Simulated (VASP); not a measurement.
# InP (Pm-3m) in VASP: a series of runs

The runs below take InP through single point, with HSE06, PBE-based screened hybrid, HSE06+D3(BJ), r2SCAN50.

Program: VASP 6.6.1. These are calculated values, not measurements. Logs are shortened: lines on timing, memory, paths and dates and some standing lists are left out, and cuts for length are marked.

### 1 The cell of the first run

Symmetry: Pm-3m, No. 221, cubic system. Conventional cell: a = 3.413 Å, b = 3.413 Å, c = 3.413 Å, α = 90.00°, β = 90.00°, γ = 90.00°. In (site symmetry m-3m) has 8 P at 2.96 Å and 6 In at 3.41 Å within 3.9 Å. P (site symmetry m-3m) has 8 In at 2.96 Å and 6 P at 3.41 Å within 3.9 Å.

### 2 Single point, HSE06

Contents of POSCAR:

```
InP
1.0
    3.4133991310      0.0000000000      0.0000000000
    0.0000000000      3.4133991310      0.0000000000
    0.0000000000      0.0000000000      3.4133991310
In P
1 1
Direct
    0.0000000000      0.0000000000      0.0000000000
    0.5000000000      0.5000000000      0.5000000000
```

Contents of INCAR.step1:

```
PREC     = Accurate       # precision mode
ENCUT    = 400            # plane-wave cutoff, eV
EDIFF    = 1E-5           # SCF threshold, eV
ISMEAR   = -1             # smearing method
SIGMA    = 0.02           # smearing width, eV
LREAL    = False          # projectors in reciprocal space
LASPH    = True           # aspherical terms in the spheres
NELM     = 120            # most SCF steps
ALGO     = Normal         # electronic algorithm
ISIF     = 2              # what is computed and relaxed
LWAVE    = True           # write WAVECAR
NBANDS   = 16             # bands
GGA      = PE             # functional
GGA_COMPAT= False
```

Contents of INCAR.step2:

```
PREC     = Accurate       # precision mode
ENCUT    = 400            # plane-wave cutoff, eV
EDIFF    = 1E-6           # SCF threshold, eV
ISMEAR   = -1             # smearing method
SIGMA    = 0.02           # smearing width, eV
LREAL    = False          # projectors in reciprocal space
LASPH    = True           # aspherical terms in the spheres
NELM     = 120            # most SCF steps
ALGO     = Normal         # electronic algorithm
ISIF     = 2              # what is computed and relaxed
LWAVE    = False          # write WAVECAR
LCHARG   = True           # write CHGCAR
GGA      = PE             # functional
LHFCALC  = True           # exact exchange
HFSCREEN = 0.2079         # screening, 1/A
PRECFOCK = Normal       
LELF     = True           # ELF
LVHAR    = True         
NBANDS   = 16             # bands
ISTART   = 1            
GGA_COMPAT= False
```

Contents of KPOINTS:

```
Automatic mesh
0
Gamma
  4 4 4
```

Potentials or basis: VASP PAW PBE potentials, release 64 (In_d, P).

Launch:

```
cat potpaw_PBE.64/In_d/POTCAR potpaw_PBE.64/P/POTCAR > POTCAR
cp INCAR.step1 INCAR
mpirun -np 1 vasp_std > vasp.out
cp INCAR.step2 INCAR
mpirun -np 1 vasp_std > vasp.out
```

OUTCAR:

```text
PREC = Accurate
   ENCUT = 400
   EDIFF = 1E-6
   ISMEAR = -1
   LREAL = False
   LASPH = True
   NELM = 120
   ISIF = 2
   GGA = PE
   LHFCALC = True
   HFSCREEN = 0.2079
   PRECFOCK = Normal
   ISTART = 1

 ion  position               nearest neighbor table
   1  0.000  0.000  0.000-   2 2.96   2 2.96   2 2.96   2 2.96   2 2.96   2 2.96   2 2.96   2 2.96

   2  0.500  0.500  0.500-   1 2.96   1 2.96   1 2.96   1 2.96   1 2.96   1 2.96   1 2.96   1 2.96

  LATTYP: Found a simple cubic cell.
 ALAT       =     3.4133991310

  Lattice vectors:

 A1 = (   3.4133991310,   0.0000000000,   0.0000000000)
 A2 = (   0.0000000000,   3.4133991310,   0.0000000000)
 A3 = (   0.0000000000,   0.0000000000,   3.4133991310)

Analysis of symmetry for initial positions (statically):
=====================================================================
 Subroutine PRICEL returns:
 Original cell was already a primitive cell.

 Routine SETGRP: Setting up the symmetry group for a
 simple cubic supercell.

 Subroutine GETGRP returns: Found 48 space group operations
 (whereof 48 operations were pure point group operations)
 out of a pool of 48 trial point group operations.

The static configuration has the point symmetry O_h .

Analysis of symmetry for dynamics (positions and initial velocities):
=====================================================================
 Subroutine PRICEL returns:
 Original cell was already a primitive cell.

 Routine SETGRP: Setting up the symmetry group for a
 simple cubic supercell.

 Subroutine GETGRP returns: Found 48 space group operations
 (whereof 48 operations were pure point group operations)
 out of a pool of 48 trial point group operations.

The dynamic configuration has the point symmetry O_h .

 Subroutine INISYM returns: Found 48 space group operations
 (whereof 48 operations are pure point group operations),
 and found     1 'primitive' translations

----------------------------------------------------------------------------------------

                                     Primitive cell

  volume of cell :      39.7705

  direct lattice vectors                    reciprocal lattice vectors
     3.413399131  0.000000000  0.000000000     0.292963103  0.000000000  0.000000000
     0.000000000  3.413399131  0.000000000     0.000000000  0.292963103  0.000000000
     0.000000000  0.000000000  3.413399131     0.000000000  0.000000000  0.292963103

  length of vectors
     3.413399131  3.413399131  3.413399131     0.292963103  0.292963103  0.292963103

  position of ions in fractional coordinates (direct lattice)
     0.000000000  0.000000000  0.000000000
     0.500000000  0.500000000  0.500000000

  ion indices of the primitive-cell ions
   primitive index   ion index
                 1           1
                 2           2

----------------------------------------------------------------------------------------

 KPOINTS: Automatic mesh

Automatic generation of k-mesh.
 Grid dimensions read from file:
 generate k-points for:    4    4    4

 Generating k-lattice:

  Cartesian coordinates                     Fractional coordinates (reciprocal lattice)
     0.073240776  0.000000000  0.000000000     0.250000000  0.000000000  0.000000000
     0.000000000  0.073240776  0.000000000     0.000000000  0.250000000  0.000000000
     0.000000000  0.000000000  0.073240776     0.000000000  0.000000000  0.250000000

  Length of vectors
     0.073240776  0.073240776  0.073240776

  Shift w.r.t. Gamma in fractional coordinates (k-lattice)
     0.000000000  0.000000000  0.000000000

 Subroutine IBZKPT returns following result:
 ===========================================

 Found     10 irreducible k-points:

 Following reciprocal coordinates:
            Coordinates               Weight
  0.000000  0.000000  0.000000      1.000000
  0.250000  0.000000  0.000000      6.000000
  0.500000  0.000000  0.000000      3.000000
  0.250000  0.250000  0.000000     12.000000
  0.500000  0.250000  0.000000     12.000000
  0.500000  0.500000  0.000000      3.000000
  0.250000  0.250000  0.250000      8.000000
  0.500000  0.250000  0.250000     12.000000
  0.500000  0.500000  0.250000      6.000000
  0.500000  0.500000  0.500000      1.000000
   k-points           NKPTS =     10   k-points in BZ     NKDIM =     64   number of bands    NBANDS=     16
   number of dos      NEDOS =    301   number of ions     NIONS =      2
   total plane-waves  NPLWV =  13824
   dimension x,y,z NGX =    24 NGY =   24 NGZ =   24
   dimension x,y,z NGXF=    48 NGYF=   48 NGZF=   48
   ions per type =               1   1
   NGX,Y,Z   is equivalent  to a cutoff of  11.69, 11.69, 11.69 a.u.
   NGXF,Y,Z  is equivalent  to a cutoff of  23.38, 23.38, 23.38 a.u.
 SYSTEM =  unknown system
   PREC   = accura    normal or accurate (medium, high low for compatibility)
   ISTART =      1    job   : 0-new  1-cont  2-samecut
   ICHARG =      0    charge: 1-file 2-atom 10-const
   ISPIN  =      1    spin polarized calculation?
   LNONCOLLINEAR =      F non collinear calculations
   LSORBIT =      F    spin-orbit coupling
   LASPH  =      T    aspherical Exc in radial PAW
   ENCUT  =  400.0 eV  29.40 Ry    5.42 a.u.   5.57  5.57  5.57*2*pi/ulx,y,z
   NELM   =    120;   NELMIN=  2; NELMDL=  0     # of ELM steps
   EDIFF  = 0.1E-05   stopping-criterion for ELM
   LREAL  =      F    real-space projection
   EDIFFG = 0.1E-04   stopping-criterion for IOM
   NSW    =      0    number of steps for IOM
   IBRION =     -1    ionic relax: 0-MD 1-quasi-New 2-CG
   NFREE  =      0    steps in history (QN), initial steepest desc. (CG)
   ISIF   =      2    stress and relaxation
   ISYM   =      3    0-nonsym 1-usesym 2-fastsym
   POTIM  = 0.5000    time-step for ionic-motion
   TEBEG  =    0.0;   TEEND  =   0.0 temperature during run
   PSTRESS=    0.0 pullay stress
   NELECT =      18.0000    total number of electrons
   NUPDOWN=      -1.0000    fix difference up-down
   EMIN   =  10.00;   EMAX   =-10.00  energy-range for DOS
   EFERMI =   0.00;   METHOD = LEGACY
   ISMEAR =    -1;   SIGMA  =   0.02  broadening in eV -4-tet -1-fermi 0-gaus
   EFERMI_NEDOS =   21; number of points for ismear=-14 and -15
   IALGO  =     38    algorithm
   IMIX   =      1    mixing-type and parameters
     AMIX     =   0.40;   BMIX     =  1.00
     AMIX_MAG =   1.60;   BMIX_MAG =  1.00
  volume/ion in A,a.u.               =      19.89       134.19
  Fermi-wavevector in a.u.,A,eV,Ry     =   1.256932  2.375258 21.495560  1.579879
  Thomas-Fermi vector in A             =   2.390616
   LORBIT       =      0    0 simple, 1 ext, 2 COOP (PROOUT), +10 PAW based schemes
   GGA     = PE    functional components
   LHFCALC =     T    Hartree Fock is set to
   PRECFOCK=normal    Normal, Fast or Accurate (Low or Medium for compatibility)
   ENCUT4O =  -1.0   cutoff for four orbital integrals eV
   NKREDX  =     1    reduce k-point grid by
   NKREDY  =     1    reduce k-point grid by
   NKREDZ  =     1    reduce k-point grid by
   AEXX    =    0.2500 exact exchange contribution
   HFSCREEN=    0.2079 screening length (either q_TF or 0.3 A-1)
   HFSCREENC=   0.2079 screening length for correlation (either q_TF or 0.3 A-1)
   ENCUTFOCK=  -1.0 apply spherical cutoff to Coloumb kernel
   IVDW    =     0    specifies the selected vdW correction
   LEPSILON=     F    determine dielectric tensor
   LRPA    =     F    only Hartree local field effects (RPA)
 non-spin polarized calculation
  energy-cutoff  :      400.00
  volume of cell :       39.77
 maximum number of plane-waves:       739
 NGX is ok and might be reduce to    24
  NGX = 18; NGY = 18; NGZ = 18

 number of electron      18.0000022 magnetization

 Free energy of the ion-electron system (eV)
  ---------------------------------------------------
  ext. energy  EPLUGINS =         0.00000000
  ---------------------------------------------------
  free energy    TOTEN  =        -8.34582754 eV

  energy without entropy =       -8.34073137  energy(sigma->0) =       -8.34327945

 E-fermi :   8.1157     XC(G=0):  -8.9573

 val. band max:        8.1089737787   @ k =   0.5000   0.2500   0.2500
 cond. band min:       8.3558505776   @ k =   0.2500   0.2500   0.0000
 fundamental gap:      0.2468767988
 Fermi energy:         8.1157042258

 k-point     1 :       0.0000    0.0000    0.0000
  band No.  band energies     occupation
      1      -8.3245      2.00000
      2      -8.3245      2.00000
      3      -8.0315      2.00000
      4      -8.0315      2.00000
      5      -8.0315      2.00000
      6      -6.2934      2.00000
[... 8 lines left out ...]
     15      19.4473      0.00000
     16      22.1777      0.00000

 k-point     2 :       0.2500    0.0000    0.0000
  band No.  band energies     occupation
      1      -8.3117      2.00000
      2      -8.2099      2.00000
      3      -8.0890      2.00000
      4      -8.0890      2.00000
      5      -8.0249      2.00000
      6      -5.5391      2.00000
[... 8 lines left out ...]
     15      18.6020      0.00000
     16      20.7395      0.00000

 k-point     3 :       0.5000    0.0000    0.0000
  band No.  band energies     occupation
      1      -8.2989      2.00000
      2      -8.1453      2.00000
      3      -8.1453      2.00000
      4      -8.0991      2.00000
      5      -8.0185      2.00000
      6      -4.2332      2.00000
[... 8 lines left out ...]
     15      18.5080      0.00000
     16      22.2960      0.00000

 k-point     4 :       0.2500    0.2500    0.0000
  band No.  band energies     occupation
      1      -8.2538      2.00000
      2      -8.2072      2.00000
      3      -8.1297      2.00000
      4      -8.0831      2.00000
      5      -8.0743      2.00000
      6      -4.7339      2.00000
[... 8 lines left out ...]
     15      19.4113      0.00000
     16      19.5150      0.00000
[... 58 lines left out ...]
 k-point     8 :       0.5000    0.2500    0.2500
  band No.  band energies     occupation
      1      -8.2965      2.00000
      2      -8.2208      2.00000
      3      -8.1419      2.00000
      4      -8.1094      2.00000
      5      -7.9860      2.00000
      6      -2.7695      2.00000
[... 8 lines left out ...]
     15      19.7503      0.00000
     16      21.6429      0.00000

 k-point     9 :       0.5000    0.5000    0.2500
  band No.  band energies     occupation
      1      -8.3741      2.00000
      2      -8.2102      2.00000
      3      -8.2102      2.00000
      4      -8.0451      2.00000
      5      -7.9014      2.00000
      6      -1.8900      2.00000
[... 8 lines left out ...]
     15      23.2329      0.00000
     16      23.2329      0.00000

 k-point    10 :       0.5000    0.5000    0.5000
  band No.  band energies     occupation
      1      -8.2993      2.00000
      2      -8.2993      2.00000
      3      -8.2993      2.00000
      4      -7.8984      2.00000
      5      -7.8984      2.00000
      6      -1.5048      2.00000
[... 8 lines left out ...]
     15      26.4806      0.00000
     16      27.0127      0.00000

------------------------ aborting loop because EDIFF is reached ----------------------------------------

  FORCE on cell =-STRESS in cart. coord.  units (eV):
  Direction    XX          YY          ZZ          XY          YZ          ZX
  --------------------------------------------------------------------------------------
  -------------------------------------------------------------------------------------
  Total       -0.1607836     -0.1607836     -0.1607836      0.0000000     -0.0000000      0.0000000
  in kB       -6.4772555     -6.4772555     -6.4772555      0.0000000     -0.0000000      0.0000000
  external PRESSURE =      -6.4772555 kB  Pullay stress =       0.0000000 kB

 VOLUME and BASIS-vectors are now :
 -----------------------------------------------------------------------------
  energy-cutoff  :      400.00
  volume of cell :       39.77
      direct lattice vectors                 reciprocal lattice vectors
     3.413399131  0.000000000  0.000000000     0.292963103  0.000000000  0.000000000
     0.000000000  3.413399131  0.000000000     0.000000000  0.292963103  0.000000000
     0.000000000  0.000000000  3.413399131     0.000000000  0.000000000  0.292963103

 POSITION                                       TOTAL-FORCE (eV/Angst)
 -----------------------------------------------------------------------------------
      0.00000      0.00000      0.00000         0.000000      0.000000      0.000000
      1.70670      1.70670      1.70670         0.000000      0.000000      0.000000
 -----------------------------------------------------------------------------------
    total drift:                               -0.000001      0.000002      0.000002

  FREE ENERGIE OF THE ION-ELECTRON SYSTEM (eV)
  ---------------------------------------------------
  free  energy   TOTEN  =        -8.3458275359 eV

  energy  without entropy=       -8.3407313738  energy(sigma->0) =       -8.34327945
```

It took 4.2 min on 1 thread of AMD EPYC 9R45 (Zen 5), shared host; peak memory 0.2 GiB.

What came out:

| Quantity | Value |
| --- | --- |
| Free energy | -8.3458 eV |
| Pressure | -0.6 GPa |
| Band gap on the k mesh | zero (band 9 reaches 8.91 eV, above the bottom of band 10 at 6.93 eV) |

Levels at points of the mesh, in eV from the Fermi level:
```csv
k point,band 5,band 6,band 7,band 8,band 9,band 10,band 11,band 12,band 13,band 14
"(0.00, 0.00, 0.00)",-16.15,-14.41,-1.31,-1.19,-1.19,-1.19,5.12,5.12,11.33,11.33
"(0.50, 0.00, 0.00)",-16.13,-12.35,-8.66,0.80,0.80,3.18,4.40,5.65,5.65,6.37
"(0.50, 0.50, 0.00)",-16.02,-10.31,-5.76,-5.76,-4.05,1.32,7.63,7.63,8.35,9.70
"(0.50, 0.50, 0.50)",-16.01,-9.62,-2.91,-2.91,-2.91,-0.28,-0.21,-0.21,-0.21,18.36
```

Caveat: the k points lie up to 0.46 Å⁻¹ apart; the PAW data sets were made with another functional, which shifts forces and pressure a little; spin-orbit coupling is left out, which moves the levels of the heavy elements.

### 3 Single point, PBE-based screened hybrid

POSCAR is that of step 2.

Contents of INCAR.step1:

```
ALGO = Normal ; EDIFF = 1E-5
ENCUT = 400 ; GGA = PE
GGA_COMPAT = F ; ISIF = 2
ISMEAR = -1 ; LASPH = T
LREAL = F ; LWAVE = T
NBANDS = 16 ; NELM = 120
PREC = Accurate ; SIGMA = 0.02
```

Contents of INCAR.step2:

```
AEXX = 0.5 ; ALGO = Normal
EDIFF = 1E-6 ; ENCUT = 400
GGA = PE ; GGA_COMPAT = F
HFSCREEN = 0.2078 ; ISIF = 2
ISMEAR = -1 ; ISTART = 1
LASPH = T ; LCHARG = T
LELF = T ; LHFCALC = T
LREAL = F ; LVHAR = T
LWAVE = F ; NBANDS = 16
NELM = 120 ; PREC = Accurate
PRECFOCK = Normal ; SIGMA = 0.02
```

Contents of KPOINTS:

```
k-points
0
Gamma
  4 4 4
```

Potentials or basis: VASP PAW PBE potentials, release 64 (In_d, P).

Launch:

```
cat potpaw_PBE.64/In_d/POTCAR potpaw_PBE.64/P/POTCAR > POTCAR
cp INCAR.step1 INCAR
mpirun -np 1 vasp_std > vasp.out
cp INCAR.step2 INCAR
mpirun -np 1 vasp_std > vasp.out
```

Wall time 5 min (1 thread of AMD EPYC 9R45 (Zen 5), shared host); peak memory 0.21 GiB.

Results (log left out):

* Free energy: -9.6558 eV
* Pressure: -2.8 GPa
* Band gap on the k mesh: zero (band 9 reaches 8.92 eV, above the bottom of band 10 at 6.67 eV)

Levels at points of the mesh, in eV from the Fermi level:
| k point | band 5 | band 6 | band 7 | band 8 | band 9 | band 10 | band 11 | band 12 | band 13 | band 14 |
| --- | --- | --- | --- | --- | --- | --- | --- | --- | --- | --- |
| (0.00, 0.00, 0.00) | -18.26 | -16.17 | -1.51 | -1.51 | -1.51 | -1.26 | 5.45 | 5.45 | 12.31 | 12.31 |
| (0.50, 0.00, 0.00) | -18.24 | -13.92 | -9.78 | 0.80 | 0.80 | 3.53 | 4.97 | 6.10 | 6.10 | 6.81 |
| (0.50, 0.50, 0.00) | -18.12 | -11.69 | -6.61 | -6.61 | -4.49 | 1.46 | 8.34 | 8.34 | 8.89 | 10.50 |
| (0.50, 0.50, 0.50) | -18.12 | -10.86 | -3.50 | -3.50 | -3.50 | -0.27 | -0.27 | -0.27 | -0.19 | 19.60 |

Caveat: the k points lie up to 0.46 Å⁻¹ apart; the PAW data sets were made with another functional, which shifts forces and pressure a little; spin-orbit coupling is left out, which moves the levels of the heavy elements.

(Part 1 of 2 ends here.)
